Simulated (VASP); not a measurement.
Wanted: the native input for a VASP 6.6.1 run.

```yaml
Task: single point
Functional: LDA
Potentials_or_basis: VASP PAW LDA potentials, release 64 (Sr_sv, O)
Cutoff: 520 eV
k_mesh: 8 × 8 × 8
Occupations: fermi-dirac, width 0.02 eV
Spin: no spin polarisation
Dipole_correction: no
Further_INCAR_settings: ALGO = Normal; EDIFF = 1e-06; NBANDS = 15
```

The structure of SrO lies in POSCAR:

```
SrO
1.0
    0.0000000000      2.5612052870      2.5612052870
    2.5612052870      0.0000000000      2.5612052870
    2.5612052870      2.5612052870      0.0000000000
Sr O
1 1
Direct
    0.0000000000      0.0000000000      0.0000000000
    0.5000000000      0.5000000000      0.5000000000
```

This cell differs from its parent crystal: volume scaled by 0.99.

The input as run:

INCAR

```
SYSTEM = SrO
PREC = Accurate
ENCUT = 520
EDIFF = 1E-6
ISMEAR = -1
SIGMA = 0.02
LREAL = .False.
LASPH = .True.
NELM = 60
ALGO = Normal
ISIF = 2
LWAVE = .False.
LCHARG = .False.
NBANDS = 15
```

KPOINTS

```
regular mesh
0
Gamma
  8 8 8
  0 0 0
```

Potentials or basis: VASP PAW LDA potentials, release 64 (Sr_sv, O).

The run is started by

```sh
$ cat potpaw_LDA.64/Sr_sv/POTCAR potpaw_LDA.64/O/POTCAR > POTCAR
$ mpirun -np 1 vasp_std > vasp.out
```

Results of the run:

```
Pressure               : -2.6 GPa
Band gap on the k mesh : 3.09 eV, indirect (least direct gap 3.17 eV)
```

Wall time 8 s on 1 thread of Intel Xeon 6975P-C, on a shared host, peak memory 0.15 GiB.
